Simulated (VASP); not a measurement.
# Zr (Fm-3m) in VASP: notebook, part 2 of 2

VASP 6.6.1. The steps go on from the part before.

## (3) Relaxation of cell and atoms, PBE, target pressure 8 GPa, at which the enthalpy is minimised

This run uses another cell than the first one, of 21.42 Å³/atom.

Contents of INCAR:

```
PREC = Accurate ; ENCUT = 600
EDIFF = 1E-6 ; ISMEAR = 0
SIGMA = 0.1 ; LREAL = F
LASPH = T ; NELM = 100
ALGO = Fast ; ISIF = 3
LWAVE = F ; LCHARG = F
GGA = PE ; IBRION = 2
NSW = 70 ; EDIFFG = -0.008
PSTRESS = 80.0
```

Contents of KPOINTS:

```
Automatic mesh
0
Gamma
  16 16 16
```

Contents of POSCAR:

```
Zr
1.0
    0.0000000000      2.2041716109      2.2041716109
    2.2041716109      0.0000000000      2.2041716109
    2.2041716109      2.2041716109      0.0000000000
Zr
1
Direct
    0.0000000000      0.0000000000      0.0000000000
```

Potentials or basis: VASP PAW PBE potentials, release 64 (Zr_sv).

On the command line:

```sh
cat potpaw_PBE.64/Zr_sv/POTCAR > POTCAR
mpirun -np 1 vasp_std > vasp.out
```

OUTCAR:

```text
PREC = Accurate
   ENCUT = 600
   EDIFF = 1E-6
   ISMEAR = 0
   LREAL = F
   LASPH = T
   NELM = 100
   ISIF = 3
   GGA = PE
   IBRION = 2
   NSW = 70
   EDIFFG = -0.008
   PSTRESS = 80.0

 ion  position               nearest neighbor table
   1  0.000  0.000  0.000-

  LATTYP: Found a face centered cubic cell.
 ALAT       =     4.4083432218

  Lattice vectors:

 A1 = (   0.0000000000,   2.2041716109,   2.2041716109)
 A2 = (   2.2041716109,   0.0000000000,   2.2041716109)
 A3 = (   2.2041716109,   2.2041716109,   0.0000000000)

Analysis of symmetry for initial positions (statically):
=====================================================================
 Subroutine PRICEL returns:
 Original cell was already a primitive cell.

 Routine SETGRP: Setting up the symmetry group for a
 face centered cubic supercell.

 Subroutine GETGRP returns: Found 48 space group operations
 (whereof 48 operations were pure point group operations)
 out of a pool of 48 trial point group operations.

The static configuration has the point symmetry O_h .

[... 169 lines left out ...]
  Total        1.1004644      1.1004644      1.1004644     -0.0000000     -0.0000000     -0.0000000
  in kB       82.3228444     82.3228444     82.3228444     -0.0000000     -0.0000000     -0.0000000
  external PRESSURE =       2.3228444 kB  Pullay stress =      80.0000000 kB
[... 61 lines left out ...]
--------------------------------------- Ionic step        3  -------------------------------------------

 number of electron      12.0000000 magnetization

 Free energy of the ion-electron system (eV)
  ---------------------------------------------------
  ext. energy  EPLUGINS =         0.00000000
  ---------------------------------------------------
  free energy    TOTEN  =        -8.44227558 eV

  energy without entropy =       -8.43431976  energy(sigma->0) =       -8.43829767

 E-fermi :   9.8491     XC(G=0): -11.4592

 val. band max:        9.8428555950   @ k =  -0.3125   0.1250   0.0000
 cond. band min:       9.8539206167   @ k =  -0.3125   0.3125   0.1250
 fundamental gap:      0.0110650217
 Fermi energy:         9.8490701886

 k-point     1 :       0.0000    0.0000    0.0000
  band No.  band energies     occupation
      1     -38.7313      2.00000
      2     -16.1170      2.00000
      3     -16.1170      2.00000
      4     -16.1170      2.00000
      5       4.1512      2.00000
      6      10.8275      0.00000
      7      10.8275      0.00000
      8      10.8275      0.00000
      9      13.5092      0.00000
     10      13.5092      0.00000
[... 287 lines left out ...]
 k-point    24 :      -0.0625    0.0625    0.0000
  band No.  band energies     occupation
      1     -38.7121      2.00000
      2     -16.2397      2.00000
      3     -16.1520      2.00000
      4     -16.1248      2.00000
      5       4.5145      2.00000
      6      10.4858      0.00000
      7      10.9876      0.00000
      8      11.0197      0.00000
      9      13.1830      0.00000
     10      13.4982      0.00000

 [... further k-points ...]

------------------------ aborting loop because EDIFF is reached ----------------------------------------

  FORCE on cell =-STRESS in cart. coord.  units (eV):
  Direction    XX          YY          ZZ          XY          YZ          ZX
  --------------------------------------------------------------------------------------
  -------------------------------------------------------------------------------------
  Total        1.0719763      1.0719763      1.0719763      0.0000000      0.0000000      0.0000000
  in kB       80.0642127     80.0642127     80.0642127      0.0000000      0.0000000      0.0000000
  external PRESSURE =       0.0642127 kB  Pullay stress =      80.0000000 kB
[... 20 lines left out ...]
  energy  without entropy=       -8.4343197568  energy(sigma->0) =       -8.43829767

  enthalpy is  TOTEN    =        -7.3711590007 eV   P V=        1.0711165800

 reached required accuracy - stopping structural energy minimisation
```

OSZICAR:

```text
N       E                     dE             d eps       ncg     rms          rms(c)
DAV:   1     0.960704702962E+02    0.96070E+02   -0.78132E+03  2900   0.136E+03
DAV:   2    -0.510842491340E+01   -0.10118E+03   -0.98970E+02  3148   0.317E+02
DAV:   3    -0.858275675319E+01   -0.34743E+01   -0.34171E+01  4012   0.527E+01
[... 35 lines left out ...]
RMM:   4    -0.844224006856E+01   -0.51915E-04   -0.28197E-04  3554   0.136E-01    0.978E-03
RMM:   5    -0.844226344462E+01   -0.23376E-04   -0.17007E-04  3671   0.838E-02    0.330E-02
RMM:   6    -0.844227032365E+01   -0.68790E-05   -0.37321E-05  3300   0.389E-02    0.207E-02
RMM:   7    -0.844227367451E+01   -0.33509E-05   -0.16550E-05  2982   0.219E-02    0.147E-02
RMM:   8    -0.844227581739E+01   -0.21429E-05   -0.58951E-06  2625   0.238E-02    0.205E-03
RMM:   9    -0.844227558073E+01    0.23666E-06   -0.14765E-06  2120   0.903E-03
   3 F= -.73711590E+01 E0= -.73671811E+01  d E =-.203207E-04
```

CONTCAR:

```text
Zr
   1.00000000000000
    -0.0000000000000000    2.2053411468941113    2.2053411468941113
     2.2053411468941113   -0.0000000000000000    2.2053411468941113
     2.2053411468941113    2.2053411468941113    0.0000000000000000
  Zr
     1
Direct
     0.0000000000000000    0.0000000000000000    0.0000000000000000

  0.00000000E+00  0.00000000E+00  0.00000000E+00
```

Run time: 3.2 min. Hardware: 1 thread of Intel Xeon 8259CL, shared host; peak memory 0.19 GiB.

What came out:

| Quantity | Value |
| --- | --- |
| Free energy | -8.4423 eV |
| Relaxed volume | 21.45 Å³/atom |
| Relaxed cell | a = 3.119 Å, b = 3.119 Å, c = 3.119 Å, α = 60.00°, β = 60.00°, γ = 60.00° |
| Space group after relaxing (to 0.1 Å) | Fm-3m (No. 225) |
| Energy change on relaxing (the run minimises the enthalpy) | -1.7 meV/atom |
| Ionic steps | 3 |
| Pressure after relaxing | 8.0 GPa |
| Band gap on the k mesh | zero (bands 6 and 7 overlap by 1.41 eV) |

The path:
| step | energy change (eV) | largest force (eV/Å) | pressure (GPa) | volume (Å³) |
| --- | --- | --- | --- | --- |
| 1 | 0.0000 | 0.0000 | 8.23 | 21.42 |
| 2 | -0.0048 | 0.0000 | 7.68 | 21.51 |
| 3 | -0.0017 | 0.0000 | 8.01 | 21.45 |

Final structure:
```yaml
crystal:
  lattice:
    - [0.00000, 2.20534, 2.20534]
    - [2.20534, 0.00000, 2.20534]
    - [2.20534, 2.20534, 0.00000]
  atoms:
    - { symbol: Zr, position: [0.00000, 0.00000, 0.00000] }
```

Levels at points of the mesh, in eV from the Fermi level:
| k point | band 2 | band 3 | band 4 | band 5 | band 6 | band 7 | band 8 | band 9 | band 10 |
| --- | --- | --- | --- | --- | --- | --- | --- | --- | --- |
| (0.00, 0.00, 0.00) | -25.97 | -25.97 | -25.97 | -5.70 | 0.98 | 0.98 | 0.98 | 3.66 | 3.66 |
| (0.50, 0.00, 0.00) | -27.21 | -26.12 | -26.12 | -3.16 | 0.77 | 0.77 | 1.41 | 5.65 | 5.65 |
| (0.50, 0.50, 0.00) | -27.12 | -26.40 | -26.40 | -3.33 | -2.49 | 3.47 | 5.66 | 6.23 | 6.23 |

Caveat: the cell is relaxed towards a set pressure, so the run minimises the enthalpy, not the energy.

## (4) Relaxation of cell and atoms, PBE, target pressure 3 GPa, at which the enthalpy is minimised

This run uses another cell than the first one, of 22.55 Å³/atom.

Contents of INCAR:

```
SYSTEM = Zr
PREC = Accurate
ENCUT = 600
EDIFF = 1E-7
ISMEAR = 0
SIGMA = 0.1
LREAL = .FALSE.
LASPH = .TRUE.
NELM = 100
ALGO = Normal
ISIF = 3
LWAVE = .FALSE.
LCHARG = .FALSE.
GGA = PE
IBRION = 2
NSW = 70
EDIFFG = -0.008
PSTRESS = 30.0
```

Contents of KPOINTS:

```
Automatic mesh
0
G
  16 16 16
  0 0 0
```

Contents of POSCAR:

```
Zr
1.0
    0.0000000000      2.2422118179      2.2422118179
    2.2422118179      0.0000000000      2.2422118179
    2.2422118179      2.2422118179      0.0000000000
Zr
1
Direct
    0.0000000000      0.0000000000      0.0000000000
```

On the command line:

```sh
cat potpaw_PBE.64/Zr_sv/POTCAR > POTCAR
mpirun -np 1 vasp_std > vasp.out
```

Run time: 2 min. Hardware: 1 thread of Intel Xeon 8259CL, shared host; peak memory 0.19 GiB.

It converged, with:

* Free energy: -8.4774 eV
* Relaxed volume: 22.48 Å³/atom
* Relaxed cell: a = 3.168 Å, b = 3.168 Å, c = 3.168 Å, α = 60.00°, β = 60.00°, γ = 60.00°
* Space group after relaxing (to 0.1 Å): Fm-3m (No. 225)
* Energy change on relaxing (the run minimises the enthalpy): +1.2 meV/atom
* Ionic steps: 3
* Pressure after relaxing: 3.0 GPa
* Band gap on the k mesh: zero (bands 6 and 7 overlap by 1.39 eV)

Step by step:
| step | energy change (eV) | largest force (eV/Å) | pressure (GPa) | volume (Å³) |
| --- | --- | --- | --- | --- |
| 1 | 0.0000 | 0.0000 | 2.69 | 22.55 |
| 2 | 0.0026 | 0.0000 | 3.32 | 22.40 |
| 3 | 0.0012 | 0.0000 | 3.00 | 22.48 |

Final structure:
```
CELL_PARAMETERS angstrom
0.00000 2.23988 2.23988
2.23988 0.00000 2.23988
2.23988 2.23988 0.00000
ATOMIC_POSITIONS crystal
Zr 0.00000 0.00000 0.00000
```

Levels at points of the mesh, in eV from the Fermi level:
```
           k point  band 3  band 4  band 5  band 6  band 7  band 8  band 9  band 10
(0.00, 0.00, 0.00)  -26.11  -26.11   -5.62    0.98    0.98    0.98    3.51     3.51
(0.50, 0.00, 0.00)  -26.25  -26.25   -3.03    0.79    0.79    1.22    5.37     5.37
(0.50, 0.50, 0.00)  -26.49  -26.49   -3.12   -2.31    3.18    5.38    5.91     5.91
```

Caveat: the cell is relaxed towards a set pressure, so the run minimises the enthalpy, not the energy.

## (5) Overview

```csv
cell,gap on the mesh (eV),pressure (GPa)
"relaxed to 15 GPa from a = 3.059 Å, angles 60.0°, 1 atom",none,15.0
"relaxed to 8 GPa from a = 3.117 Å, angles 60.0°, 1 atom",none,8.0
"relaxed to 3 GPa from a = 3.171 Å, angles 60.0°, 1 atom",none,3.0
```

Alike in all rows: task relaxation of cell and atoms; level PBE; potentials or basis VASP PAW PBE potentials, release 64 (Zr_sv); no spin polarisation; k mesh 16 × 16 × 16; cutoff (eV) 600; smearing gaussian 0.1 eV.

Caveats: the cell is relaxed towards a set pressure, so the run minimises the enthalpy, not the energy.

Total energies depend on the potentials used, so only differences within one code and one set of settings carry meaning.
